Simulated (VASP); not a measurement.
Write the native input for VASP 6.6.1 that does the following.

| Quantity | Value |
| --- | --- |
| Task | single point |
| Functional | PBE |
| Potentials or basis | VASP PAW PBE potentials, release 64 (Na_pv, Cl, Mg) |
| Cutoff | 520 eV |
| k mesh | 1 × 1 × 1 |
| Occupations | fermi-dirac, width 0.05 eV |
| Spin | no spin polarisation |
| Dipole correction | no |
| Further INCAR settings | ALGO = Normal; EDIFF = 1e-06; NBANDS = 61; ISYM = 0 |

The structure of NaMg5Cl11 lies in POSCAR:

```
NaMg5Cl11
1.0
    7.3358240000     -0.1022000000     -0.1754900000
   -0.1022000000      7.4901820000     -0.1860490000
   -0.1754900000     -0.1860490000      8.0546370000
Na Cl Mg
1 11 5
Direct
    0.5702764823      0.8951712617      0.5185161712
    0.7716955342      0.3548698138      0.8482131502
    0.9788162119      0.5034686514      0.1977318526
    0.4376488329      0.2723922341      0.1402947515
    0.8186858347      0.1605514364      0.4202053564
    0.9631569420      0.7448429212      0.6920671524
    0.2128703359      0.3662221961      0.5823603086
    0.6649163575      0.8688335967      0.1432650278
    0.6393369668      0.5638895051      0.4475637230
    0.2567093335      0.8216891991      0.3503268210
    0.0486594630      0.0245129277     -0.0305656413
    0.4300604688      0.7839363935      0.8391396029
    0.9093342327      0.4338125336      0.5739771330
    0.3358909214      0.9446880202      0.0733578384
    0.7997560047      0.6808301966      0.9332864980
    0.8194448778      0.1976164907      0.1270214576
    0.3260114092      0.4813381332      0.3452308553
```

These files were run (other wordings do the same):

INCAR

```
PREC = Accurate
ENCUT = 520
EDIFF = 1E-6
ISMEAR = -1
SIGMA = 0.05
LREAL = F
LASPH = T
NELM = 120
ALGO = Normal
ISIF = 2
LWAVE = F
LCHARG = T
GGA = PE
LELF = T
LVHAR = T
NBANDS = 61
ISYM = 0
GGA_COMPAT = F
```

KPOINTS

```
regular mesh
0
Gamma
  1 1 1
```

Potentials or basis: VASP PAW PBE potentials, release 64 (Na_pv, Cl, Mg).

Launch:

```console
$ cat potpaw_PBE.64/Na_pv/POTCAR potpaw_PBE.64/Cl/POTCAR potpaw_PBE.64/Mg/POTCAR > POTCAR
$ mpirun -np 1 vasp_gam > vasp.out
```

It gave:

The pressure is 0.8 GPa. The largest force is 0.881 eV/Å.

Caveat: the k points lie up to 0.86 Å⁻¹ apart; the atoms stand as in a frame of molecular dynamics.

Wall time 59 s on 1 thread of Intel Xeon 8259CL, on a shared host, peak memory 0.41 GiB.
